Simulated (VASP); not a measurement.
Runs of VASP 6.6.1 on Sb. The structure is that of space group Fm-3m (No. 225), or close to it. The cells are those of the table. 

| task | cell | k mesh for the DOS | occupations for the DOS | gap on the mesh (eV) | pressure (GPa) |
| --- | --- | --- | --- | --- | --- |
| single point | a = 3.243 Å, angles 60.0°, 1 atom | - | - | none | 6.8 |
| single point | a = 2.932 Å, angles 60.0°, 1 atom | - | - | none | 63.9 |
| single point | a = 2.555 Å, angles 60.0°, 1 atom | - | - | none | (b) |
| single point | a = 3.146 Å, angles 60.0°, 1 atom | - | - | none | 17.6 |
| single point | a = 2.681 Å, angles 60.0°, 1 atom | - | - | none | (a) |
| single point | a = 2.812 Å, angles 60.0°, 1 atom | - | - | none | 114.0 |

Alike in all rows: level PBEsol; potentials or basis VASP PAW PBE potentials, release 64 (Sb); no spin polarisation; k mesh 15 × 15 × 15; cutoff (eV) 520; smearing fermi-dirac 0.1 eV.

Fill in the values left out.

(a) 204.2; (b) 351.2.

Caveats: the PAW data sets were made with another functional, which shifts forces and pressure a little; spin-orbit coupling is left out, which moves the levels of the heavy elements.

A k mesh can miss the band edges, and the runs leave out spin-orbit coupling on Sb.

A gap of «none» marks levels without a gap at the run's occupations.
